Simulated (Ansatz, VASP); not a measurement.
# Be2H3: VASP beside Ansatz

```
Be H
1.0
     1.76754    1.02049    2.57959
    -1.76754    1.02049    2.57959
     0.00000   -2.04098    2.57959
Be H
2 3
Direct
  0.00000 0.00000 0.00000
  0.50000 0.50000 0.50000
  0.00000 0.00000 0.50000
  0.50000 0.00000 0.00000
  0.00000 0.50000 0.00000
```

Alike in both runs: functional PBE; k mesh 6 × 6 × 6; occupations gaussian, width 0.1 eV; no spin polarisation.

Ansatz relaxed the structure, and its values are those at the end. VASP's run is a single point on that final structure, the one shown.

```csv
,VASP,Ansatz
version,VASP 6.6.1,Ansatz 0.2.0
potentials or method,"VASP PAW PBE potentials, release 64 (Be, H), cutoff 520 eV","scalar-relativistic, plane waves, PAW"
valence electrons in the cell,7,7
```

Ansatz gave:

* gap on the k mesh at the Fermi level (eV): none
* pressure (GPa): -0.1

**Question.** Estimate VASP's values.

**Answer.** gap on the k mesh at the Fermi level (eV): none; pressure (GPa): -0.2.

A gap of «none» marks a metal or a gap that the smearing closes.

The k mesh is coarse, so the values compare programs but aren't converged.
